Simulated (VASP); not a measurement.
# Ta (Im-3m) in VASP: a series of runs

The runs below take Ta through single point, with r2SCAN.

Everything below comes from runs of VASP 6.6.1. Logs are shortened: lines on timing, memory, paths and dates and some standing lists are left out, and cuts for length are marked.

**1. The cell of the first run**

Symmetry: Im-3m, No. 229, cubic system. The conventional cell has a = 3.167 Å, b = 3.167 Å, c = 3.167 Å, α = 90.00°, β = 90.00°, γ = 90.00°. Within 3.6 Å of Ta (site symmetry m-3m) lie 14 Ta at 2.74 to 3.17 Å.

**2. Single point, r2SCAN (15.88 Å³/atom)**

Contents of POSCAR:

```
Ta
1.0
   -1.5833598240      1.5833598240      1.5833598240
    1.5833598240     -1.5833598240      1.5833598240
    1.5833598240      1.5833598240     -1.5833598240
Ta
1
Direct
    0.0000000000      0.0000000000      0.0000000000
```

Contents of INCAR.step1:

```
SYSTEM = Ta
PREC = Accurate ; ENCUT = 550
ISMEAR = 0 ; SIGMA = 0.1
LREAL = .False. ; LASPH = .True.
NELM = 120 ; NBANDS = 12
GGA = PE ; ALGO = Normal
EDIFF = 1E-5 ; LWAVE = .True.
LCHARG = .False. ; GGA_COMPAT = .False.
```

Contents of INCAR.step2:

```
SYSTEM = Ta
PREC = Accurate ; ENCUT = 550
EDIFF = 1E-6 ; ISMEAR = 0
SIGMA = 0.1 ; LREAL = .False.
LASPH = .True. ; NELM = 120
ALGO = Normal ; ISIF = 2
LWAVE = .False. ; LCHARG = .False.
METAGGA = R2SCAN ; LMIXTAU = .True.
NBANDS = 12 ; ISTART = 1
GGA_COMPAT = .False.
```

Contents of KPOINTS:

```
Automatic mesh
0
Gamma
  18 18 18
  0 0 0
```

Potentials or basis: VASP PAW PBE potentials, release 64 (Ta_pv).

Started as:

```console
$ cat potpaw_PBE.64/Ta_pv/POTCAR > POTCAR
$ cp INCAR.step1 INCAR
$ mpirun -np 1 vasp_std > vasp.out
$ cp INCAR.step2 INCAR
$ mpirun -np 1 vasp_std > vasp.out
```

OUTCAR:

```text
SYSTEM = Ta
   PREC = Accurate
   ENCUT = 550
   EDIFF = 1E-6
   ISMEAR = 0
   LREAL = .False.
   LASPH = .True.
   NELM = 120
   ISIF = 2
   METAGGA = R2SCAN
   ISTART = 1

 ion  position               nearest neighbor table
   1  0.000  0.000  0.000-

  LATTYP: Found a body centered cubic cell.
 ALAT       =     3.1667196480

  Lattice vectors:

 A1 = (  -1.5833598240,   1.5833598240,   1.5833598240)
 A2 = (   1.5833598240,  -1.5833598240,   1.5833598240)
 A3 = (   1.5833598240,   1.5833598240,  -1.5833598240)

Analysis of symmetry for initial positions (statically):
=====================================================================
 Subroutine PRICEL returns:
 Original cell was already a primitive cell.

 Routine SETGRP: Setting up the symmetry group for a
 body centered cubic supercell.

 Subroutine GETGRP returns: Found 48 space group operations
 (whereof 48 operations were pure point group operations)
 out of a pool of 48 trial point group operations.

The static configuration has the point symmetry O_h .

Analysis of symmetry for dynamics (positions and initial velocities):
=====================================================================
 Subroutine PRICEL returns:
 Original cell was already a primitive cell.

 Routine SETGRP: Setting up the symmetry group for a
 body centered cubic supercell.

 Subroutine GETGRP returns: Found 48 space group operations
 (whereof 48 operations were pure point group operations)
 out of a pool of 48 trial point group operations.

The dynamic configuration has the point symmetry O_h .

 Subroutine INISYM returns: Found 48 space group operations
 (whereof 48 operations are pure point group operations),
 and found     1 'primitive' translations

----------------------------------------------------------------------------------------

                                     Primitive cell

  volume of cell :      15.8781

  direct lattice vectors                    reciprocal lattice vectors
    -1.583359824  1.583359824  1.583359824     0.000000000  0.315784190  0.315784190
     1.583359824 -1.583359824  1.583359824     0.315784190  0.000000000  0.315784190
     1.583359824  1.583359824 -1.583359824     0.315784190  0.315784190  0.000000000

  length of vectors
     2.742459662  2.742459662  2.742459662     0.446586285  0.446586285  0.446586285

  position of ions in fractional coordinates (direct lattice)
     0.000000000  0.000000000  0.000000000

  ion indices of the primitive-cell ions
   primitive index   ion index
                 1           1

----------------------------------------------------------------------------------------

 KPOINTS: Automatic mesh

Automatic generation of k-mesh.
 Grid dimensions read from file:
 generate k-points for:   18   18   18

 Generating k-lattice:

  Cartesian coordinates                     Fractional coordinates (reciprocal lattice)
     0.000000000  0.017543566  0.017543566     0.055555556  0.000000000  0.000000000
     0.017543566  0.000000000  0.017543566     0.000000000  0.055555556  0.000000000
     0.017543566  0.017543566  0.000000000     0.000000000  0.000000000  0.055555556

  Length of vectors
     0.024810349  0.024810349  0.024810349

  Shift w.r.t. Gamma in fractional coordinates (k-lattice)
     0.000000000  0.000000000  0.000000000

 Subroutine IBZKPT returns following result:
 ===========================================

 Found    195 irreducible k-points:

 Following reciprocal coordinates:
            Coordinates               Weight
  0.000000  0.000000  0.000000      1.000000
  0.055556  0.000000  0.000000     12.000000
  0.111111  0.000000  0.000000     12.000000
  0.166667  0.000000  0.000000     12.000000
  0.222222  0.000000  0.000000     12.000000
  0.277778  0.000000  0.000000     12.000000
[... 16 lines left out ...]
  0.333333  0.111111 -0.000000     48.000000
  0.388889  0.111111 -0.000000     48.000000
 [... further k-points ...]
   k-points           NKPTS =    195   k-points in BZ     NKDIM =    195   number of bands    NBANDS=     12
   number of dos      NEDOS =    301   number of ions     NIONS =      1
   total plane-waves  NPLWV =  13824
   dimension x,y,z NGX =    24 NGY =   24 NGZ =   24
   dimension x,y,z NGXF=    48 NGYF=   48 NGZF=   48
   ions per type =               1
   NGX,Y,Z   is equivalent  to a cutoff of  14.55, 14.55, 14.55 a.u.
   NGXF,Y,Z  is equivalent  to a cutoff of  29.10, 29.10, 29.10 a.u.
 SYSTEM =  Ta
   PREC   = accura    normal or accurate (medium, high low for compatibility)
   ISTART =      1    job   : 0-new  1-cont  2-samecut
   ICHARG =      0    charge: 1-file 2-atom 10-const
   ISPIN  =      1    spin polarized calculation?
   LNONCOLLINEAR =      F non collinear calculations
   LSORBIT =      F    spin-orbit coupling
   LASPH  =      T    aspherical Exc in radial PAW
   ENCUT  =  550.0 eV  40.42 Ry    6.36 a.u.   5.24  5.24  5.24*2*pi/ulx,y,z
   NELM   =    120;   NELMIN=  2; NELMDL=  0     # of ELM steps
   EDIFF  = 0.1E-05   stopping-criterion for ELM
   LREAL  =      F    real-space projection
   EDIFFG = 0.1E-04   stopping-criterion for IOM
   NSW    =      0    number of steps for IOM
   IBRION =     -1    ionic relax: 0-MD 1-quasi-New 2-CG
   NFREE  =      0    steps in history (QN), initial steepest desc. (CG)
   ISIF   =      2    stress and relaxation
   ISYM   =      2    0-nonsym 1-usesym 2-fastsym
   POTIM  = 0.5000    time-step for ionic-motion
   TEBEG  =    0.0;   TEEND  =   0.0 temperature during run
   PSTRESS=    0.0 pullay stress
   NELECT =      11.0000    total number of electrons
   NUPDOWN=      -1.0000    fix difference up-down
   EMIN   =  10.00;   EMAX   =-10.00  energy-range for DOS
   EFERMI =   0.00;   METHOD = LEGACY
   ISMEAR =     0;   SIGMA  =   0.10  broadening in eV -4-tet -1-fermi 0-gaus
   EFERMI_NEDOS =   21; number of points for ismear=-14 and -15
   IALGO  =     38    algorithm
   IMIX   =      4    mixing-type and parameters
     AMIX     =   0.40;   BMIX     =  1.00
     AMIX_MAG =   1.60;   BMIX_MAG =  1.00
  volume/ion in A,a.u.               =      15.88       107.15
  Fermi-wavevector in a.u.,A,eV,Ry     =   1.448570  2.737400 28.549848  2.098355
  Thomas-Fermi vector in A             =   2.566396
   LORBIT       =      0    0 simple, 1 ext, 2 COOP (PROOUT), +10 PAW based schemes
   METAGGA = R2SCAN    functional components
   LHFCALC =     F    Hartree Fock is set to
   AEXX    =    0.0000 exact exchange contribution
   IVDW    =     0    specifies the selected vdW correction
   LEPSILON=     F    determine dielectric tensor
   LRPA    =     F    only Hartree local field effects (RPA)
 non-spin polarized calculation
 Gauss-broadening in eV      SIGMA  =   0.10
  energy-cutoff  :      550.00
  volume of cell :       15.88
 maximum number of plane-waves:       478
 NGX is ok and might be reduce to    24
   NGX = 11   NGY = 11   NGZ = 11

 number of electron      11.0000001 magnetization

 Free energy of the ion-electron system (eV)
  ---------------------------------------------------
  ext. energy  EPLUGINS =         0.00000000
  ---------------------------------------------------
  free energy    TOTEN  =       -48.37172292 eV

  energy without entropy =      -48.36669848  energy(sigma->0) =      -48.36921070

 E-fermi :   6.3763     XC(G=0): -14.5222

 val. band max:        6.3733663139   @ k =  -0.3333   0.3333   0.1667
 cond. band min:       6.3807592715   @ k =  -0.2222   0.2222   0.1111
 fundamental gap:      0.0073929576
 Fermi energy:         6.3763007289

 k-point     1 :       0.0000    0.0000    0.0000
  band No.  band energies     occupation
      1     -27.3002      2.00000
      2     -27.3002      2.00000
      3     -27.3002      2.00000
      4      -2.3941      2.00000
      5       7.2083      0.00000
      6       7.2083      0.00000
      7       7.2083      0.00000
      8      11.1582      0.00000
      9      11.1582      0.00000
     10      19.0981      0.00000
     11      22.7848      0.00000
     12      22.7848      0.00000

 k-point     2 :       0.0556    0.0000    0.0000
  band No.  band energies     occupation
      1     -27.3628      2.00000
      2     -27.3184      2.00000
      3     -27.3007      2.00000
      4      -2.2238      2.00000
      5       7.0930      0.00000
      6       7.1743      0.00000
      7       7.3737      0.00000
      8      10.9595      0.00000
      9      11.1547      0.00000
     10      19.0980      0.00000
     11      22.9454      0.00000
     12      23.0776      0.00000

 k-point     3 :       0.1111    0.0000    0.0000
  band No.  band energies     occupation
      1     -27.5403      2.00000
      2     -27.3706      2.00000
      3     -27.3024      2.00000
      4      -1.7352      2.00000
      5       6.7773      0.00000
      6       7.0327      0.00000
      7       7.8642      0.00000
      8      10.5568      0.00000
      9      11.1560      0.00000
     10      19.0981      0.00000
     11      23.3603      0.00000
     12      23.9236      0.00000
[... 286 lines left out ...]
 k-point    23 :       0.3333    0.1111   -0.0000
  band No.  band energies     occupation
      1     -28.9082      2.00000
      2     -27.8721      2.00000
      3     -27.3970      2.00000
      4       1.7330      2.00000
      5       4.7125      2.00000
      6       6.6720      0.00003
      7      10.8131      0.00000
      8      12.3058      0.00000
      9      14.6938      0.00000
     10      19.0978      0.00000
     11      21.0230      0.00000
     12      22.4148      0.00000

 k-point    24 :       0.3889    0.1111   -0.0000
  band No.  band energies     occupation
      1     -29.0309      2.00000
      2     -27.9319      2.00000
      3     -27.4001      2.00000
      4       1.7100      2.00000
      5       4.5508      2.00000
      6       7.4089      0.00000
      7      10.9298      0.00000
      8      12.5435      0.00000
      9      15.9002      0.00000
     10      19.0974      0.00000
     11      20.3826      0.00000
     12      21.1774      0.00000

 [... further k-points ...]
[... 5 lines left out ...]
  --------------------------------------------------------------------------------------
  -------------------------------------------------------------------------------------
  Total        3.3601981      3.3601981      3.3601981     -0.0000000      0.0000000     -0.0000000
  in kB      339.0600368    339.0600368    339.0600368     -0.0000000      0.0000000     -0.0000000
  external PRESSURE =     339.0600368 kB  Pullay stress =       0.0000000 kB

 VOLUME and BASIS-vectors are now :
 -----------------------------------------------------------------------------
  energy-cutoff  :      550.00
  volume of cell :       15.88
      direct lattice vectors                 reciprocal lattice vectors
    -1.583359824  1.583359824  1.583359824     0.000000000  0.315784190  0.315784190
     1.583359824 -1.583359824  1.583359824     0.315784190  0.000000000  0.315784190
     1.583359824  1.583359824 -1.583359824     0.315784190  0.315784190  0.000000000

 POSITION                                       TOTAL-FORCE (eV/Angst)
 -----------------------------------------------------------------------------------
      0.00000      0.00000      0.00000         0.000000     -0.000000      0.000000
 -----------------------------------------------------------------------------------
    total drift:                                0.000000      0.000000     -0.000000

  FREE ENERGIE OF THE ION-ELECTRON SYSTEM (eV)
  ---------------------------------------------------
  free  energy   TOTEN  =       -48.3717229204 eV

  energy  without entropy=      -48.3666984785  energy(sigma->0) =      -48.36921070
```

Wall time 1.8 min (1 thread of Intel Xeon 8259CL, shared host); peak memory 0.17 GiB.

What came out:

```yaml
Free_energy: -48.3717 eV
Pressure: 33.9 GPa
Band_gap_on_the_k_mesh: zero (an odd number of electrons rules out a gap without spin polarisation)
```

Caveat: the cell stands under pressure; the PAW data sets were made with another functional, which shifts forces and pressure a little; spin-orbit coupling is left out, which moves the levels of the heavy elements.

**3. Single point, r2SCAN (16.42 Å³/atom)**

This run uses another cell than the first one, of 16.42 Å³/atom.

Contents of POSCAR:

```
Ta
1.0
   -1.6011518730      1.6011518730      1.6011518730
    1.6011518730     -1.6011518730      1.6011518730
    1.6011518730      1.6011518730     -1.6011518730
Ta
1
Direct
    0.0000000000      0.0000000000      0.0000000000
```

Contents of INCAR.step1:

```
SYSTEM = Ta
  ALGO = Normal
  EDIFF = 1E-5
  ENCUT = 550
  GGA = PE
  GGA_COMPAT = .FALSE.
  ISMEAR = 0
  LASPH = .TRUE.
  LCHARG = .FALSE.
  LREAL = .FALSE.
  LWAVE = .TRUE.
  NBANDS = 12
  NELM = 120
  PREC = Accurate
  SIGMA = 0.1
```

Contents of INCAR.step2:

```
SYSTEM = Ta
  ALGO = Normal
  EDIFF = 1E-6
  ENCUT = 550
  GGA_COMPAT = .FALSE.
  ISIF = 2
  ISMEAR = 0
  ISTART = 1
  LASPH = .TRUE.
  LCHARG = .FALSE.
  LMIXTAU = .TRUE.
  LREAL = .FALSE.
  LWAVE = .FALSE.
  METAGGA = R2SCAN
  NBANDS = 12
  NELM = 120
  PREC = Accurate
  SIGMA = 0.1
```

Contents of KPOINTS:

```
k-points
0
G
  18 18 18
  0 0 0
```

Potentials or basis: VASP PAW PBE potentials, release 64 (Ta_pv).

Started as:

```console
$ cat potpaw_PBE.64/Ta_pv/POTCAR > POTCAR
$ cp INCAR.step1 INCAR
$ mpirun -np 1 vasp_std > vasp.out
$ cp INCAR.step2 INCAR
$ mpirun -np 1 vasp_std > vasp.out
```

Wall time 2.7 min (1 thread of Intel Xeon 8259CL, shared host); peak memory 0.18 GiB.

The run converged. Its results:

| Quantity | Value |
| --- | --- |
| Free energy | -48.4683 eV |
| Pressure | 23.5 GPa |
| Band gap on the k mesh | zero (an odd number of electrons rules out a gap without spin polarisation) |

Levels at points of the mesh, in eV from the Fermi level:
```
           k point  band 2  band 3  band 4  band 5  band 6  band 7  band 8  band 9
(0.00, 0.00, 0.00)  -33.83  -33.83   -8.68    0.83    0.83    0.83    4.65    4.65
(0.50, 0.00, 0.00)  -34.36  -33.85   -5.02   -1.88    1.97    4.60    5.78    9.04
(0.50, 0.50, 0.50)  -34.97  -34.97   -4.57   -4.57    7.90    7.90    7.90    9.96
```

Caveat: the cell stands under pressure; the PAW data sets were made with another functional, which shifts forces and pressure a little; spin-orbit coupling is left out, which moves the levels of the heavy elements.
